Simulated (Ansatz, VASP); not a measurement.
## One calculation of Sc2BSb3, two programs

File INCAR:

```
SYSTEM = Sc2BSb3
PREC = Accurate ; ENCUT = 520
EDIFF = 1E-6 ; ISMEAR = 0
SIGMA = 0.1 ; LREAL = .FALSE.
LASPH = .TRUE. ; NELM = 80
ALGO = Normal ; ISIF = 2
LWAVE = .FALSE. ; LCHARG = .TRUE.
GGA = PE ; LELF = .TRUE.
LVHAR = .TRUE. ; NBANDS = 29
```

The input KPOINTS:

```
regular mesh
0
G
  6 6 2
  0 0 0
```

Contents of POSCAR:

```
Sc2BSb3
1.0
    3.7240367300      0.0000000000      0.0000000000
    0.0000000000      3.7240367300      0.0000000000
    0.0000000000      0.0000000000      8.3524651200
Sc B Sb
2 1 3
Direct
    0.5000000000      0.0000000000      0.7344790700
    0.0000000000      0.5000000000      0.2655209300
    0.5000000000      0.5000000000      0.0000000000
    0.5000000000      0.0000000000      0.3861632900
    0.0000000000      0.5000000000      0.6138367100
    0.0000000000      0.0000000000      0.0000000000
```

Input for Ansatz:

```yaml
crystal:
  lattice:
    - [3.72403673, 0.0, 0.0]
    - [0.0, 3.72403673, 0.0]
    - [0.0, 0.0, 8.35246512]
  atoms:
    - { symbol: Sc, position: [0.5, 0.0, 0.73447907] }
    - { symbol: Sc, position: [0.0, 0.5, 0.26552093] }
    - { symbol: B, position: [0.5, 0.5, 0.0] }
    - { symbol: Sb, position: [0.5, 0.0, 0.38616329] }
    - { symbol: Sb, position: [0.0, 0.5, 0.61383671] }
    - { symbol: Sb, position: [0.0, 0.0, 0.0] }
basis:
  ecutwfc: 420
kpoints:
  mp_grid: { grid: [6, 6, 2] }
hamiltonian:
  xc: pbe
scf:
  occupations: { method: gaussian, width: 0.1 }
  lower_state_search: "off"
output:
  forces: true
  stress: true
  eigenvalues: true
```

Change from the starting cell: species swapped into the Hf2SiAs3 type (P-4m2, No. 115).

Alike in both runs: task single point; functional PBE; k mesh 6 × 6 × 2; occupations gaussian, width 0.1 eV; no spin polarisation.

|  | VASP | Ansatz |
| --- | --- | --- |
| version | VASP 6.6.1 | Ansatz 0.2.0 |
| potentials or method | VASP PAW PBE potentials, release 64 (Sc_sv, B, Sb), cutoff 520 eV | scalar-relativistic, plane waves, PAW |
| valence electrons in the cell | 40 | 70 |

|  | VASP | Ansatz | Ansatz less VASP |
| --- | --- | --- | --- |
| gap on the k mesh at the Fermi level (eV) | none | none | - |
| pressure (GPa) | 8.2 | 8.2 | -0.06 |
| traceless stress, the component that is largest in VASP (GPa) | 3.61 | 3.61 | +0.001 |
| rms of the force components (eV/Å) | 0.510 | 0.504 | -0.0056 |

Atom by atom the forces differ by 0.006 eV/Å (rms over components). A gap of «none» marks a metal or a gap that the smearing closes. VASP's potentials hold 40 valence electrons a cell and Ansatz's 70, so a difference there can come from the potentials and not from the codes.

The k mesh is coarse, so the values compare programs but aren't converged. Spin-orbit coupling is off throughout.
